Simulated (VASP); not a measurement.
Here is a VASP 6.6.1 calculation.

The input INCAR:

```
PREC = Accurate
ENCUT = 600
EDIFF = 1E-6
ISMEAR = 0
SIGMA = 0.02
LREAL = F
LASPH = T
NELM = 60
ALGO = Normal
ISIF = 3
LWAVE = F
LCHARG = F
GGA = PS
IBRION = 2
NSW = 80
EDIFFG = -0.01
```

KPOINTS

```
regular mesh
0
Gamma
  12 12 6
```

The input POSCAR:

```
ZnS
1.0
    3.8205435350      0.0000000000      0.0000000000
   -1.9102717675      3.3086877575      0.0000000000
    0.0000000000      0.0000000000      6.0835925024
Zn S
2 2
Direct
    0.6666666667      0.3333333333      0.4962629880
    0.3333333333      0.6666666667      0.9962629880
    0.3333333333      0.6666666667      0.3787360120
    0.6666666667      0.3333333333      0.8787360120
```

Potentials or basis: VASP PAW PBE potentials, release 64 (Zn, S).

The run is started by

```sh
$ cat potpaw_PBE.64/Zn/POTCAR potpaw_PBE.64/S/POTCAR > POTCAR
$ mpirun -np 1 vasp_std > vasp.out
```

(1) Estimate the band gap on the k mesh.

(2) What does it give for the relaxed cell?

(3) Estimate the relaxed volume.

(4) Predict the space group after relaxing (to 0.05 Å).

## Answers

(1) 2.15 eV, direct.

(2) a = 3.785 Å, b = 3.785 Å, c = 6.216 Å, α = 90.00°, β = 90.00°, γ = 120.00°.

(3) 19.28 Å³/atom.

(4) P6_3mc (No. 186).

Caveat: the PAW data sets were made with another functional, which shifts forces and pressure a little.
